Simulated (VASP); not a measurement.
A run of VASP 6.6.1 is set up as follows.

File INCAR:

```
PREC     = Accurate       # precision mode
ENCUT    = 520            # plane-wave cutoff, eV
EDIFF    = 1E-7           # SCF threshold, eV
ISMEAR   = 0              # smearing method
SIGMA    = 0.1            # smearing width, eV
LREAL    = False          # projectors in reciprocal space
LASPH    = True           # aspherical terms in the spheres
NELM     = 60             # most SCF steps
ALGO     = Normal         # electronic algorithm
ISIF     = 2              # what is computed and relaxed
LWAVE    = False          # write WAVECAR
LCHARG   = False          # write CHGCAR
GGA      = PE             # functional
NBANDS   = 37             # bands
```

The input KPOINTS:

```
regular mesh
0
Gamma
  4 4 4
```

POSCAR

```
Sc4Mo
1.0
   -3.1819838055      3.1819838055      3.1819838055
    3.1819838055     -3.1819838055      3.1819838055
    3.1819838055      3.1819838055     -3.1819838055
Sc Mo
4 1
Direct
    0.5000000000      0.5000000000      0.5000000000
    0.0000000000      0.0000000000      0.5000000000
    0.0000000000      0.5000000000      0.0000000000
    0.5000000000      0.0000000000      0.0000000000
    0.0000000000      0.0000000000      0.0000000000
```

Potentials or basis: VASP PAW PBE potentials, release 64 (Sc_sv, Mo_sv).

Run with:

```sh
$ cat potpaw_PBE.64/Sc_sv/POTCAR potpaw_PBE.64/Mo_sv/POTCAR > POTCAR
$ mpirun -np 1 vasp_std > vasp.out
```

Estimate the pressure.

0.0 GPa.

What does it give for the band gap on the k mesh?

Zero (band 29 reaches 3.90 eV, above the bottom of band 30 at 3.88 eV).
